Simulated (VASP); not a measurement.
Here is a VASP 6.6.1 calculation.

Contents of INCAR:

```
PREC     = Accurate       # precision mode
ENCUT    = 520            # plane-wave cutoff, eV
EDIFF    = 1E-6           # SCF threshold, eV
ISMEAR   = 0              # smearing method
SIGMA    = 0.05           # smearing width, eV
LREAL    = False          # projectors in reciprocal space
LASPH    = True           # aspherical terms in the spheres
NELM     = 80             # most SCF steps
ALGO     = Normal         # electronic algorithm
ISIF     = 2              # what is computed and relaxed
LWAVE    = False          # write WAVECAR
LCHARG   = False          # write CHGCAR
GGA      = PS             # functional
NBANDS   = 26             # bands
```

File KPOINTS:

```
Automatic mesh
0
Gamma
  6 6 10
```

Contents of POSCAR:

```
BN
1.0
    4.4642000000      0.0000000000      0.0000000000
    0.0000000000      4.4642000000      0.0000000000
    0.0000000000      0.0000000000      2.3858000000
B N
4 4
Direct
    0.1741337327      0.8258662673      0.5000000000
    0.3258662673      0.3258662673      0.0000000000
    0.6741337327      0.6741337327      0.0000000000
    0.8258662673      0.1741337327      0.5000000000
    0.8123909516      0.8123909516      0.5000000000
    0.3123909516      0.6876090484      0.0000000000
    0.6876090484      0.3123909516      0.0000000000
    0.1876090484      0.1876090484      0.5000000000
```

Potentials or basis: VASP PAW PBE potentials, release 64 (B, N).

Launch:

```bash
$ cat potpaw_PBE.64/B/POTCAR potpaw_PBE.64/N/POTCAR > POTCAR
$ mpirun -np 1 vasp_std > vasp.out
```

**Question.** Predict the band gap on the k mesh.

**Answer.** 4.47 eV (least direct gap 5.79 eV).

**Question.** Predict the pressure.

**Answer.** 18.1 GPa.

**Question.** Estimate the largest force.

**Answer.** 0.795 eV/Å.

Stress tensor (GPa, compression positive):
```
-7.42  0.00  0.00
 0.00 -7.42  0.00
 0.00  0.00 69.05
```

Caveat: the stress differs along the axes, from -7 to 69 GPa; the PAW data sets were made with another functional, which shifts forces and pressure a little. A k mesh can miss the band edges.
